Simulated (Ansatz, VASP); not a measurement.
BaMgTiO3: VASP beside Ansatz

Contents of INCAR:

```
PREC = Accurate
ENCUT = 520
EDIFF = 1E-7
ISMEAR = 0
SIGMA = 0.02
LREAL = F
LASPH = T
NELM = 150
ALGO = Normal
ISIF = 2
LWAVE = F
LCHARG = F
LMAXMIX = 4
LDAU = T
LDAUTYPE = 2
LDAUL = -1 -1 2 -1
LDAUU = 0 0 4 0
LDAUJ = 0 0 0 0
LDAUPRINT = 1
GGA = PE
NBANDS = 30
```

KPOINTS

```
Automatic mesh
0
Gamma
  6 6 6
```

File POSCAR:

```
BaMgTiO3
1.0
    4.3130778711     -2.9363526919      0.0893057634
    4.3130778711      2.9363526919      0.0893057634
   -1.6941785190      0.0000000000      4.2866794107
Ba Mg Ti O
1 1 1 3
Direct
    0.0523775672      0.0523775672      0.9570679088
    0.3601295553      0.3601295553      0.6951597108
    0.5887731268      0.5887731268      0.4121332427
    0.4197574557      0.9457965849      0.5258722731
    0.9457965849      0.4197574557      0.5258722731
    0.3630657101      0.3630657101      0.0838945816
```

Input for Ansatz:

```yaml
crystal:
  lattice:
    - [4.3130778711, -2.9363526919, 0.0893057634]
    - [4.3130778711, 2.9363526919, 0.0893057634]
    - [-1.694178519, 0.0, 4.2866794107]
  atoms:
    - { symbol: Ba, position: [0.0523775672, 0.0523775672, 0.9570679088] }
    - { symbol: Mg, position: [0.3601295553, 0.3601295553, 0.6951597108] }
    - { symbol: Ti, position: [0.5887731268, 0.5887731268, 0.4121332427] }
    - { symbol: O, position: [0.4197574557, 0.9457965849, 0.5258722731] }
    - { symbol: O, position: [0.9457965849, 0.4197574557, 0.5258722731] }
    - { symbol: O, position: [0.3630657101, 0.3630657101, 0.0838945816] }
basis:
  ecutwfc: 420
kpoints:
  mp_grid: { grid: [6, 6, 6] }
hamiltonian:
  xc: pbe
  hubbard: { sites: [{ species: Ti, l: d, u_eff: 4.0 }] }
scf:
  occupations: { method: gaussian, width: 0.02 }
output:
  forces: true
  stress: true
  eigenvalues: true
```

Alike in both runs: task single point; functional PBE; k mesh 6 × 6 × 6; occupations gaussian, width 0.02 eV; no spin polarisation; Hubbard terms Ti d U = 4.0 eV.

|  | VASP | Ansatz |
| --- | --- | --- |
| version | VASP 6.6.1 | Ansatz 0.2.0 |
| potentials or method | VASP PAW PBE potentials, release 64 (Ba_sv, Mg, Ti_sv, O), cutoff 520 eV | scalar-relativistic, plane waves, PAW |
| valence electrons in the cell | 42 | 50 |

```csv
,VASP,Ansatz,Ansatz less VASP
gap on the k mesh at the Fermi level (eV),0.76,0.90,+0.131
least direct gap on the mesh (eV),0.79,0.91,+0.117
pressure (GPa),9.4,7.7,-1.67
"traceless stress, the component that is largest in VASP (GPa)",7.61,7.20,-0.403
rms of the force components (eV/Å),1.693,1.562,-0.1307
```

The programs project onto different local orbitals, so the same U acts differently, and such runs can settle in different states. Atom by atom the forces differ by 0.190 eV/Å (rms over components). VASP's potentials hold 42 valence electrons a cell and Ansatz's 50, so a difference there can come from the potentials and not from the codes.

Spin-orbit coupling is off throughout.
